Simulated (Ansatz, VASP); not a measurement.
# Hf: VASP beside Ansatz

File INCAR:

```
  PREC = Accurate
  ENCUT = 600
  EDIFF = 1E-6
  ISMEAR = -1
  SIGMA = 0.05
  LREAL = F
  LASPH = T
  NELM = 80
  ALGO = Normal
  ISIF = 3
  LWAVE = F
  LCHARG = F
  GGA = B5
  ALDAX = 1.0
  AGGAX = 1.0
  AGGAC = 1.0
  ALDAC = 0.0
  IBRION = 2
  NSW = 60
  EDIFFG = -0.01
```

KPOINTS

```
regular mesh
0
Gamma
  10 10 5
```

The input POSCAR:

```
Hf
1.0
    3.1967000000      0.0000000000      0.0000000000
   -1.5983500000      2.7684234083      0.0000000000
    0.0000000000      0.0000000000      5.0578000000
Hf
2
Direct
    0.6666666667      0.3333333333      0.7500000000
    0.3333333333      0.6666666667      0.2500000000
```

input.yaml

```yaml
crystal:
  lattice:
    - [3.1967, 0.0, 0.0]
    - [-1.59835, 2.7684234083, 0.0]
    - [0.0, 0.0, 5.0578]
  atoms:
    - { symbol: Hf, position: [0.6666666667, 0.3333333333, 0.75] }
    - { symbol: Hf, position: [0.3333333333, 0.6666666667, 0.25] }
hamiltonian:
  xc: blyp
  pseudopotentials: { kind: paw }
kpoints:
  mp_grid: { grid: [10, 10, 5] }
scf:
  occupations: { method: fermi_dirac, width: 0.05 }
output:
  forces: true
  stress: true
relax:
  f_tol: 0.01
  max_steps: 40
  cell: { stress_tol: 0.05 }
```

Alike in both runs: task relaxation of cell and atoms; functional BLYP; k mesh 10 × 10 × 5; occupations fermi-dirac, width 0.05 eV; no spin polarisation.

|  | VASP | Ansatz |
| --- | --- | --- |
| version | VASP 6.6.1 | Ansatz 0.2.0 |
| potentials or method | VASP PAW PBE potentials, release 64 (Hf_pv) | Ansatz PAW |
| plane-wave cutoff (eV) | 600 | 420 |
| valence electrons in the cell | 20 | 52 |

VASP gave:

```
relaxed volume (Å³/atom)                                     : 23.08
relaxed cell length with the largest relative difference (Å) : 3.233
```

Question: What did Ansatz give for the same quantities?

Answer: Relaxed volume (Å³/atom): 23.09; relaxed cell length with the largest relative difference (Å): 3.233.

VASP's potentials were made for PBE, not for BLYP. VASP's potentials hold 20 valence electrons a cell and Ansatz's 52, so a difference there can come from the potentials and not from the codes.

Spin-orbit coupling is off throughout. Noted on Ansatz's run: the plane-wave basis is chosen anew once the cell has moved, so the energies of steps on either side of that aren't comparable.
